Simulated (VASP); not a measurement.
Runs of VASP 6.6.1 on SbTe2O3. The structure is that of space group I4/mmm (No. 139), or close to it. The cells are those of the table. The cell was generated, and may not be a known phase.

```tsv
task	cell	k mesh	cutoff (eV)	gap on the mesh (eV)	pressure (GPa)	relaxed volume (Å³/atom)
single point	a = 5.669 Å, angles 130.0, 130.0, 73.4°, 6 atoms	6 × 6 × 6	520	none	(b)	-
single point	a = 5.611 Å, angles 107.7, 107.7, 113.1°, 6 atoms	4 × 4 × 4	520	none	64.4	-
relaxation of cell and atoms	relaxed from a = 5.611 Å, angles 107.7, 107.7, 113.1°, 6 atoms	4 × 4 × 4	600	none	-0.1	17.12
single point	a = 5.669 Å, angles 130.0, 130.0, 73.4°, 6 atoms	4 × 4 × 4	520	none	(a)	-
relaxation of cell and atoms	relaxed from a = 5.669 Å, angles 130.0, 130.0, 73.4°, 6 atoms	6 × 6 × 6	600	none	0.2	17.24
```

Alike in all rows: level PBE; potentials or basis VASP PAW PBE potentials, release 64 (Sb, Te, O); no spin polarisation; smearing gaussian 0.1 eV.

Task: Fill in the values left out.

Result: (a) -0.3; (b) -0.4.

Caveats: some runs use coarse meshes; spin-orbit coupling is left out, which moves the levels of the heavy elements; an odd number of electrons without spin polarisation forces a metal; a magnetic or distorted state may lie lower; the stress differs along the axes, from -4 to 201 GPa (at least some runs); the volume moved by over 15 % at a fixed basis, so the end points are rough (at least some runs).

A k mesh can miss the band edges, and the runs leave out spin-orbit coupling on Sb, Te.

A gap of «none» marks levels without a gap at the run's occupations.
